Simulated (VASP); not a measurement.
**Tl: single point with PBEsol**

The system is Tl.

```xyz
2
Lattice="0.0000 3.0316 3.0316 3.0316 0.0000 3.0316 3.0316 3.0316 0.0000" Properties=species:S:1:pos:R:3 pbc="T T T"
Tl    0.0000    0.0000    0.0000
Tl    1.5158    1.5158    1.5158
```

This isn't the form of Tl at room conditions, which is hcp.

```json
{"Program": "VASP 6.6.1", "Task": "single point", "Functional": "PBEsol", "Potentials or basis": "VASP PAW PBE potentials, release 64 (Tl_d)", "Cutoff": "520 eV", "k mesh": "7 × 7 × 7", "Occupations": "fermi-dirac, width 0.05 eV", "Spin": "no spin polarisation", "Dipole correction": "no", "Further INCAR settings": "ALGO = Normal; EDIFF = 1e-06; NBANDS = 20"}
```

```json
{
 "Pressure": "20.0 GPa",
 "Band gap on the k mesh": "zero (bands 13 and 14 overlap by 4.88 eV)"
}
```

Levels at points of the mesh, in eV from the Fermi level:
| k point | band 9 | band 10 | band 11 | band 12 | band 13 | band 14 | band 15 | band 16 | band 17 | band 18 |
| --- | --- | --- | --- | --- | --- | --- | --- | --- | --- | --- |
| (0.00, 0.00, 0.00) | -11.24 | -11.05 | -11.05 | 2.37 | 3.84 | 3.84 | 3.84 | 5.39 | 5.39 | 5.39 |

It took 27 s on 1 thread of Intel Xeon 8259CL (shared host), peak memory 0.18 GiB.

Caveat: the cell stands under pressure; the PAW data sets were made with another functional, which shifts forces and pressure a little; spin-orbit coupling is left out, which moves the levels of the heavy elements.
